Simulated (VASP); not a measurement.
# Mg (Im-3m) in VASP: further runs

The runs below take Mg through single point, with PBE.

Everything below comes from runs of VASP 6.6.1. Logs are shortened: lines on timing, memory, paths and dates and some standing lists are left out, and cuts for length are marked.

### 1 The cell of the first run

Symmetry: Im-3m, No. 229, cubic system. The conventional cell has a = 4.097 Å, b = 4.097 Å, c = 4.097 Å, α = 90.00°, β = 90.00°, γ = 90.00°. Mg (site symmetry m-3m) has 14 Mg at 3.55 to 4.10 Å within 4.7 Å.

### 2 Single point, PBE (Ba replaced by Mg, lengths x 0.793, strained)

File INCAR:

```
PREC = Accurate
ENCUT = 520
EDIFF = 1E-6
ISMEAR = 0
SIGMA = 0.1
LREAL = False
LASPH = True
NELM = 100
ALGO = Fast
ISIF = 2
LWAVE = False
LCHARG = False
GGA = PE
NBANDS = 7
```

File KPOINTS:

```
regular mesh
0
Gamma
  14 14 14
```

File POSCAR:

```
Mg
1.0
   -2.0483307209      2.0483307209      2.0483307209
    2.0483307209     -2.0483307209      2.0483307209
    2.0483307209      2.0483307209     -2.0483307209
Mg
1
Direct
    0.0000000000      0.0000000000      0.0000000000
```

Potentials or basis: VASP PAW PBE potentials, release 64 (Mg).

On the command line:

```bash
> cat potpaw_PBE.64/Mg/POTCAR > POTCAR
> mpirun -np 1 vasp_std > vasp.out
```

OUTCAR:

```text
PREC = Accurate
   ENCUT = 520
   EDIFF = 1E-6
   ISMEAR = 0
   LREAL = False
   LASPH = True
   NELM = 100
   ISIF = 2
   GGA = PE

 ion  position               nearest neighbor table
   1  0.000  0.000  0.000-

  LATTYP: Found a body centered cubic cell.
 ALAT       =     4.0966614418

  Lattice vectors:

 A1 = (  -2.0483307209,   2.0483307209,   2.0483307209)
 A2 = (   2.0483307209,  -2.0483307209,   2.0483307209)
 A3 = (   2.0483307209,   2.0483307209,  -2.0483307209)

Analysis of symmetry for initial positions (statically):
=====================================================================
 Subroutine PRICEL returns:
 Original cell was already a primitive cell.

 Routine SETGRP: Setting up the symmetry group for a
 body centered cubic supercell.

 Subroutine GETGRP returns: Found 48 space group operations
 (whereof 48 operations were pure point group operations)
 out of a pool of 48 trial point group operations.

The static configuration has the point symmetry O_h .

Analysis of symmetry for dynamics (positions and initial velocities):
=====================================================================
 Subroutine PRICEL returns:
 Original cell was already a primitive cell.

 Routine SETGRP: Setting up the symmetry group for a
 body centered cubic supercell.

 Subroutine GETGRP returns: Found 48 space group operations
 (whereof 48 operations were pure point group operations)
 out of a pool of 48 trial point group operations.

The dynamic configuration has the point symmetry O_h .

 Subroutine INISYM returns: Found 48 space group operations
 (whereof 48 operations are pure point group operations),
 and found     1 'primitive' translations

----------------------------------------------------------------------------------------

                                     Primitive cell

  volume of cell :      34.3764

  direct lattice vectors                    reciprocal lattice vectors
    -2.048330721  2.048330721  2.048330721     0.000000000  0.244101206  0.244101206
     2.048330721 -2.048330721  2.048330721     0.244101206  0.000000000  0.244101206
     2.048330721  2.048330721 -2.048330721     0.244101206  0.244101206  0.000000000

  length of vectors
     3.547812879  3.547812879  3.547812879     0.345211237  0.345211237  0.345211237

  position of ions in fractional coordinates (direct lattice)
     0.000000000  0.000000000  0.000000000
[... 76 lines left out ...]
   EDIFF  = 0.1E-05   stopping-criterion for ELM
   LREAL  =      F    real-space projection
   EDIFFG = 0.1E-04   stopping-criterion for IOM
   NSW    =      0    number of steps for IOM
   IBRION =     -1    ionic relax: 0-MD 1-quasi-New 2-CG
   NFREE  =      0    steps in history (QN), initial steepest desc. (CG)
   ISIF   =      2    stress and relaxation
   ISYM   =      2    0-nonsym 1-usesym 2-fastsym
   POTIM  = 0.5000    time-step for ionic-motion
   TEBEG  =    0.0;   TEEND  =   0.0 temperature during run
   PSTRESS=    0.0 pullay stress
   NELECT =       2.0000    total number of electrons
   NUPDOWN=      -1.0000    fix difference up-down
   EMIN   =  10.00;   EMAX   =-10.00  energy-range for DOS
   EFERMI =   0.00;   METHOD = LEGACY
   ISMEAR =     0;   SIGMA  =   0.10  broadening in eV -4-tet -1-fermi 0-gaus
   EFERMI_NEDOS =   21; number of points for ismear=-14 and -15
   IALGO  =     68    algorithm
   IMIX   =      4    mixing-type and parameters
     AMIX     =   0.40;   BMIX     =  1.00
     AMIX_MAG =   1.60;   BMIX_MAG =  1.00
  volume/ion in A,a.u.               =      34.38       231.98
  Fermi-wavevector in a.u.,A,eV,Ry     =   0.634354  1.198755  5.475046  0.402405
  Thomas-Fermi vector in A             =   1.698320
   LORBIT       =      0    0 simple, 1 ext, 2 COOP (PROOUT), +10 PAW based schemes
   GGA     = PE    functional components
   LHFCALC =     F    Hartree Fock is set to
   AEXX    =    0.0000 exact exchange contribution
   IVDW    =     0    specifies the selected vdW correction
   LEPSILON=     F    determine dielectric tensor
   LRPA    =     F    only Hartree local field effects (RPA)
 non-spin polarized calculation
 RMM-DIIS sequential band-by-band and
 Gauss-broadening in eV      SIGMA  =   0.10
  energy-cutoff  :      520.00
  volume of cell :       34.38
 maximum number of plane-waves:       959
   NGX = 13   NGY = 13   NGZ = 13

 number of electron       2.0000000 magnetization

 Free energy of the ion-electron system (eV)
  ---------------------------------------------------
  ext. energy  EPLUGINS =         0.00000000
  ---------------------------------------------------
  free energy    TOTEN  =        -1.16557832 eV

  energy without entropy =       -1.16277367  energy(sigma->0) =       -1.16417600

 E-fermi :   0.8425     XC(G=0):  -7.3255

 val. band max:        0.8311282404   @ k =  -0.4286  -0.4286   0.1429
 cond. band min:       0.8935824073   @ k =  -0.4286  -0.4286   0.1429
 fundamental gap:      0.0624541669
 Fermi energy:         0.8425184521

 k-point     1 :       0.0000    0.0000    0.0000
  band No.  band energies     occupation
      1      -4.5259      2.00000
      2      11.3872      0.00000
      3      11.3872      0.00000
      4      11.3872      0.00000
      5      11.4251      0.00000
      6      11.4251      0.00000
      7      11.4251      0.00000
[... 221 lines left out ...]
 k-point    24 :       0.3571    0.2857    0.0000
  band No.  band energies     occupation
      1       0.9216      0.26337
      2       0.9822      0.04827
      3       2.1810      0.00000
      4       6.9832      0.00000
      5      11.8613      0.00000
      6      12.8632      0.00000
      7      13.0963      0.00000

 [... further k-points ...]

------------------------ aborting loop because EDIFF is reached ----------------------------------------

  FORCE on cell =-STRESS in cart. coord.  units (eV):
  Direction    XX          YY          ZZ          XY          YZ          ZX
  --------------------------------------------------------------------------------------
  -------------------------------------------------------------------------------------
  Total       -1.2765067     -1.2765067     -1.2765067      0.0000000      0.0000000     -0.0000000
  in kB      -59.4940413    -59.4940413    -59.4940413      0.0000000      0.0000000     -0.0000000
  external PRESSURE =     -59.4940413 kB  Pullay stress =       0.0000000 kB

 VOLUME and BASIS-vectors are now :
 -----------------------------------------------------------------------------
  energy-cutoff  :      520.00
  volume of cell :       34.38
      direct lattice vectors                 reciprocal lattice vectors
    -2.048330721  2.048330721  2.048330721     0.000000000  0.244101206  0.244101206
     2.048330721 -2.048330721  2.048330721     0.244101206  0.000000000  0.244101206
     2.048330721  2.048330721 -2.048330721     0.244101206  0.244101206  0.000000000

 POSITION                                       TOTAL-FORCE (eV/Angst)
 -----------------------------------------------------------------------------------
      0.00000      0.00000      0.00000        -0.000000     -0.000000     -0.000000
 -----------------------------------------------------------------------------------
    total drift:                                0.000000      0.000000      0.000000

  FREE ENERGIE OF THE ION-ELECTRON SYSTEM (eV)
  ---------------------------------------------------
  free  energy   TOTEN  =        -1.1655783231 eV

  energy  without entropy=       -1.1627736712  energy(sigma->0) =       -1.16417600
```

OSZICAR:

```text
N       E                     dE             d eps       ncg     rms          rms(c)
DAV:   1    -0.671154659088E+00   -0.67115E+00   -0.64647E+02  1470   0.182E+02
DAV:   2    -0.116976816257E+01   -0.49861E+00   -0.47298E+00  1862   0.897E+00
DAV:   3    -0.117264494069E+01   -0.28768E-02   -0.28744E-02  1946   0.730E-01
DAV:   4    -0.117264819518E+01   -0.32545E-05   -0.32544E-05  2121   0.215E-02
DAV:   5    -0.117264820042E+01   -0.52421E-08   -0.54036E-08  1918   0.653E-04    0.687E-01
RMM:   6    -0.117003899762E+01    0.26092E-02   -0.10412E-03  1458   0.203E-01    0.446E-01
RMM:   7    -0.116556784775E+01    0.44711E-02   -0.41816E-03  1499   0.401E-01    0.317E-02
RMM:   8    -0.116558039245E+01   -0.12545E-04   -0.10790E-04  1534   0.595E-02    0.105E-02
RMM:   9    -0.116557825388E+01    0.21386E-05   -0.16527E-05  1608   0.236E-02    0.192E-03
RMM:  10    -0.116557832314E+01   -0.69262E-07   -0.18971E-06  1582   0.686E-03
   1 F= -.11655783E+01 E0= -.11641760E+01  d E =-.280465E-02
```

stdout:

```text
POSCAR found type information on POSCAR Mg
 POSCAR found :  1 types and       1 ions
 scaLAPACK will be used
 LDA part: xc-table for (Slater+PW92), standard interpolation
 POSCAR, INCAR and KPOINTS ok, starting setup
 FFT: planning ... GRIDC
 FFT: planning ... GRID_SOFT
 FFT: planning ... GRID
 WAVECAR not read
 entering main loop
```

Run time: 9.7 s. Hardware: 1 thread of AMD EPYC 9R45 (Zen 5), shared host; peak memory 0.13 GiB.

Results:

```
Free energy            : -1.1656 eV
Pressure               : -5.9 GPa
Band gap on the k mesh : zero (band 1 reaches 3.74 eV, above the bottom of band 2 at -0.05 eV)
```

Caveat: the cell differs from its parent crystal (Ba replaced by Mg, lengths x 0.793, strained).

### 3 Single point, PBE (Ba replaced by Mg, lengths x 0.793, strained)

File INCAR:

```
SYSTEM = Mg
  PREC = Accurate
  ENCUT = 600
  EDIFF = 1E-6
  ISMEAR = 0
  SIGMA = 0.1
  LREAL = .FALSE.
  LASPH = .TRUE.
  NELM = 120
  ALGO = Normal
  ISIF = 2
  LWAVE = .FALSE.
  LCHARG = .FALSE.
  GGA = PE
  NBANDS = 7
  GGA_COMPAT = .FALSE.
```

File KPOINTS:

```
Automatic mesh
0
G
  6 6 6
  0 0 0
```

File POSCAR:

```
Mg
1.0
   -1.9285338140      1.9285338140      1.9285338140
    1.9285338140     -1.9285338140      1.9285338140
    1.9285338140      1.9285338140     -1.9285338140
Mg
1
Direct
    0.0000000000      0.0000000000      0.0000000000
```

Potentials or basis: VASP PAW PBE potentials, release 64 (Mg).

On the command line:

```bash
> cat potpaw_PBE.64/Mg/POTCAR > POTCAR
> mpirun -np 1 vasp_std > vasp.out
```

OUTCAR:

```text
SYSTEM = Mg
   PREC = Accurate
   ENCUT = 600
   EDIFF = 1E-6
   ISMEAR = 0
   LREAL = .FALSE.
   LASPH = .TRUE.
   NELM = 120
   ISIF = 2
   GGA = PE

 ion  position               nearest neighbor table
   1  0.000  0.000  0.000-

  LATTYP: Found a body centered cubic cell.
 ALAT       =     3.8570676280

  Lattice vectors:

 A1 = (  -1.9285338140,   1.9285338140,   1.9285338140)
 A2 = (   1.9285338140,  -1.9285338140,   1.9285338140)
 A3 = (   1.9285338140,   1.9285338140,  -1.9285338140)

Analysis of symmetry for initial positions (statically):
=====================================================================
 Subroutine PRICEL returns:
 Original cell was already a primitive cell.

 Routine SETGRP: Setting up the symmetry group for a
 body centered cubic supercell.

 Subroutine GETGRP returns: Found 48 space group operations
 (whereof 48 operations were pure point group operations)
 out of a pool of 48 trial point group operations.

The static configuration has the point symmetry O_h .

Analysis of symmetry for dynamics (positions and initial velocities):
=====================================================================
 Subroutine PRICEL returns:
 Original cell was already a primitive cell.

 Routine SETGRP: Setting up the symmetry group for a
 body centered cubic supercell.

 Subroutine GETGRP returns: Found 48 space group operations
 (whereof 48 operations were pure point group operations)
 out of a pool of 48 trial point group operations.

The dynamic configuration has the point symmetry O_h .

 Subroutine INISYM returns: Found 48 space group operations
 (whereof 48 operations are pure point group operations),
 and found     1 'primitive' translations

----------------------------------------------------------------------------------------

                                     Primitive cell

[... 97 lines left out ...]
   IMIX   =      4    mixing-type and parameters
     AMIX     =   0.40;   BMIX     =  1.00
     AMIX_MAG =   1.60;   BMIX_MAG =  1.00
  volume/ion in A,a.u.               =      28.69       193.61
  Fermi-wavevector in a.u.,A,eV,Ry     =   0.673758  1.273219  6.176371  0.453950
  Thomas-Fermi vector in A             =   1.750274
   LORBIT       =      0    0 simple, 1 ext, 2 COOP (PROOUT), +10 PAW based schemes
   GGA     = PE    functional components
   LHFCALC =     F    Hartree Fock is set to
   AEXX    =    0.0000 exact exchange contribution
   IVDW    =     0    specifies the selected vdW correction
   LEPSILON=     F    determine dielectric tensor
   LRPA    =     F    only Hartree local field effects (RPA)
 non-spin polarized calculation
 Gauss-broadening in eV      SIGMA  =   0.10
  energy-cutoff  :      600.00
  volume of cell :       28.69
 maximum number of plane-waves:       976
 NGX is ok and might be reduce to    28
   NGX = 13   NGY = 13   NGZ = 13

 number of electron       2.0000000 magnetization

 Free energy of the ion-electron system (eV)
  ---------------------------------------------------
  ext. energy  EPLUGINS =         0.00000000
  ---------------------------------------------------
  free energy    TOTEN  =        -1.37505527 eV

  energy without entropy =       -1.37248923  energy(sigma->0) =       -1.37377225

 E-fermi :   1.6729     XC(G=0):  -7.8318

 val. band max:        1.4727314821   @ k =   0.3333   0.1667   0.1667
 cond. band min:       1.7200800986   @ k =   0.3333   0.1667   0.1667
 fundamental gap:      0.2473486165
 Fermi energy:         1.6729011165

 k-point     1 :       0.0000    0.0000    0.0000
  band No.  band energies     occupation
      1      -4.4529      2.00000
      2      13.1819      0.00000
      3      13.1819      0.00000
      4      13.1819      0.00000
      5      13.9663      0.00000
      6      13.9663      0.00000
      7      13.9663      0.00000
[... 141 lines left out ...]
 k-point    16 :       0.5000    0.5000    0.5000
  band No.  band energies     occupation
      1       4.8499      0.00000
      2       4.8499      0.00000
      3       4.8499      0.00000
      4       5.5101      0.00000
      5       5.5101      0.00000
      6       6.9437      0.00000
      7      21.8472      0.00000

------------------------ aborting loop because EDIFF is reached ----------------------------------------

  FORCE on cell =-STRESS in cart. coord.  units (eV):
  Direction    XX          YY          ZZ          XY          YZ          ZX
  --------------------------------------------------------------------------------------
  -------------------------------------------------------------------------------------
  Total       -0.9203428     -0.9203428     -0.9203428     -0.0000000     -0.0000000      0.0000000
  in kB      -51.3947115    -51.3947115    -51.3947115     -0.0000000     -0.0000000      0.0000000
  external PRESSURE =     -51.3947115 kB  Pullay stress =       0.0000000 kB

 VOLUME and BASIS-vectors are now :
 -----------------------------------------------------------------------------
  energy-cutoff  :      600.00
  volume of cell :       28.69
      direct lattice vectors                 reciprocal lattice vectors
    -1.928533814  1.928533814  1.928533814     0.000000000  0.259264316  0.259264316
     1.928533814 -1.928533814  1.928533814     0.259264316  0.000000000  0.259264316
     1.928533814  1.928533814 -1.928533814     0.259264316  0.259264316  0.000000000

 POSITION                                       TOTAL-FORCE (eV/Angst)
 -----------------------------------------------------------------------------------
      0.00000      0.00000      0.00000         0.000000      0.000000     -0.000000
 -----------------------------------------------------------------------------------
    total drift:                               -0.000000      0.000000      0.000000

  FREE ENERGIE OF THE ION-ELECTRON SYSTEM (eV)
  ---------------------------------------------------
  free  energy   TOTEN  =        -1.3750552665 eV

  energy  without entropy=       -1.3724892289  energy(sigma->0) =       -1.37377225
```

OSZICAR:

```text
N       E                     dE             d eps       ncg     rms          rms(c)
DAV:   1    -0.751925714066E+00   -0.75193E+00   -0.89161E+02   238   0.230E+02
DAV:   2    -0.138058278566E+01   -0.62866E+00   -0.62083E+00   294   0.105E+01
DAV:   3    -0.138318150130E+01   -0.25987E-02   -0.25987E-02   322   0.762E-01
DAV:   4    -0.138318532766E+01   -0.38264E-05   -0.38264E-05   294   0.266E-02
DAV:   5    -0.138318533319E+01   -0.55283E-08   -0.56976E-08   322   0.801E-04    0.699E-01
DAV:   6    -0.137977955218E+01    0.34058E-02   -0.70607E-04   238   0.177E-01    0.451E-01
DAV:   7    -0.137505139610E+01    0.47282E-02   -0.31648E-03   231   0.325E-01    0.294E-02
DAV:   8    -0.137505721910E+01   -0.58230E-05   -0.18238E-05   329   0.244E-02    0.730E-03
DAV:   9    -0.137505547485E+01    0.17443E-05   -0.12893E-06   280   0.495E-03    0.445E-04
DAV:  10    -0.137505526648E+01    0.20837E-06   -0.87496E-09   175   0.528E-04
   1 F= -.13750553E+01 E0= -.13737722E+01  d E =-.256604E-02
```

stdout:

```text
POSCAR found type information on POSCAR Mg
 POSCAR found :  1 types and       1 ions
 scaLAPACK will be used
 LDA part: xc-table for (Slater+PW92), standard interpolation
 POSCAR, INCAR and KPOINTS ok, starting setup
 FFT: planning ... GRIDC
 FFT: planning ... GRID_SOFT
 FFT: planning ... GRID
 WAVECAR not read
 entering main loop
```

Wall time 4.7 s (1 thread of Intel Xeon 6975P-C, shared host); peak memory 0.15 GiB.

What came out:

| Item | Value |
| --- | --- |
| Free energy | -1.3751 eV |
| Pressure | -5.1 GPa |
| Band gap on the k mesh | zero (band 1 reaches 4.85 eV, above the bottom of band 2 at 0.62 eV) |

Levels at points of the mesh, in eV from the Fermi level:
| k point | band 1 | band 2 | band 3 | band 4 | band 5 | band 6 |
| --- | --- | --- | --- | --- | --- | --- |
| (0.00, 0.00, 0.00) | -6.13 | 11.51 | 11.51 | 11.51 | 12.29 | 12.29 |
| (0.50, 0.00, 0.00) | -1.25 | -1.06 | 7.66 | 7.77 | 8.72 | 9.66 |
| (0.50, 0.50, 0.50) | 3.18 | 3.18 | 3.18 | 3.84 | 3.84 | 5.27 |

Caveat: the k points lie up to 0.38 Å⁻¹ apart; the cell differs from its parent crystal (Ba replaced by Mg, lengths x 0.793, strained).

### 4 Single point, PBE (Ba replaced by Mg, lengths x 0.793, strained)

File INCAR:

```
SYSTEM = Mg
PREC     = Accurate       ! precision mode
ENCUT    = 600            ! plane-wave cutoff, eV
EDIFF    = 1E-6           ! SCF threshold, eV
ISMEAR   = 0              ! smearing method
SIGMA    = 0.1            ! smearing width, eV
LREAL    = .FALSE.        ! projectors in reciprocal space
LASPH    = .TRUE.         ! aspherical terms in the spheres
NELM     = 120            ! most SCF steps
ALGO     = Normal         ! electronic algorithm
ISIF     = 2              ! what is computed and relaxed
LWAVE    = .FALSE.        ! write WAVECAR
LCHARG   = .TRUE.         ! write CHGCAR
GGA      = PE             ! functional
LELF     = .TRUE.         ! ELF
LVHAR    = .TRUE.       
NBANDS   = 7              ! bands
GGA_COMPAT= .FALSE.
```

File KPOINTS:

```
regular mesh
0
G
  6 6 6
  0 0 0
```

File POSCAR:

```
Mg
1.0
   -1.9973689302      1.9973689302      1.9973689302
    1.9973689302     -1.9973689302      1.9973689302
    1.9973689302      1.9973689302     -1.9973689302
Mg
1
Direct
    0.0000000000      0.0000000000      0.0000000000
```

On the command line:

```bash
> cat potpaw_PBE.64/Mg/POTCAR > POTCAR
> mpirun -np 1 vasp_std > vasp.out
```

Wall time 5.1 s (1 thread of Intel Xeon 6975P-C, shared host); peak memory 0.15 GiB.

The run converged. Its results:

```
Free energy            : -1.2634 eV
Pressure               : -5.9 GPa
Band gap on the k mesh : zero (band 1 reaches 4.18 eV, above the bottom of band 2 at 0.15 eV)
```

Levels at points of the mesh, in eV from the Fermi level:
```csv
k point,band 1,band 2,band 3,band 4
"(0.00, 0.00, 0.00)",-5.68,10.95,10.95,10.95
"(0.50, 0.00, 0.00)",-1.04,-1.03,7.08,7.49
"(0.50, 0.50, 0.50)",3.00,3.00,3.00,3.85
```

Caveat: the k points lie up to 0.37 Å⁻¹ apart; the cell differs from its parent crystal (Ba replaced by Mg, lengths x 0.793, strained).

(Part 1 of 2 ends here.)
